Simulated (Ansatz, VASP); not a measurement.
**NbAs in VASP and in Ansatz**

```
Nb As
1.0
     2.11594    1.22164    3.14098
    -2.11594    1.22164    3.14098
     0.00000   -2.44327    3.14098
Nb As
1 1
Direct
  0.50000 0.50000 0.50000
  0.00000 0.00000 0.00000
```

Alike in both runs: task relaxation of cell and atoms; functional PBE; k mesh 6 × 6 × 6; occupations gaussian, width 0.2 eV; no spin polarisation.

|  | VASP | Ansatz |
| --- | --- | --- |
| version | VASP 6.6.1 | Ansatz 0.2.0 |
| potentials or method | VASP PAW PBE potentials, release 64 (Nb_sv, As), cutoff 500 eV | scalar-relativistic, plane waves, PAW |
| valence electrons in the cell | 18 | 28 |

Ansatz gave:

| Item | Value |
| --- | --- |
| gap on the k mesh at the Fermi level, each at its own relaxed structure (eV) | none |
| relaxed volume (Å³/atom) | 18.39 |
| relaxed cell length with the largest relative difference (Å) | 3.681 |

Which values does VASP return?

gap on the k mesh at the Fermi level, each at its own relaxed structure (eV): none; relaxed volume (Å³/atom): 18.36; relaxed cell length with the largest relative difference (Å): 3.761.

A gap of «none» marks a metal or a gap that the smearing closes. VASP's potentials hold 18 valence electrons a cell and Ansatz's 28, so a difference there can come from the potentials and not from the codes.

Noted on VASP's run: the volume moved by over 15 % at a fixed basis, so the end points are rough; too few bands were computed for a metal, which touches its energy and stress.
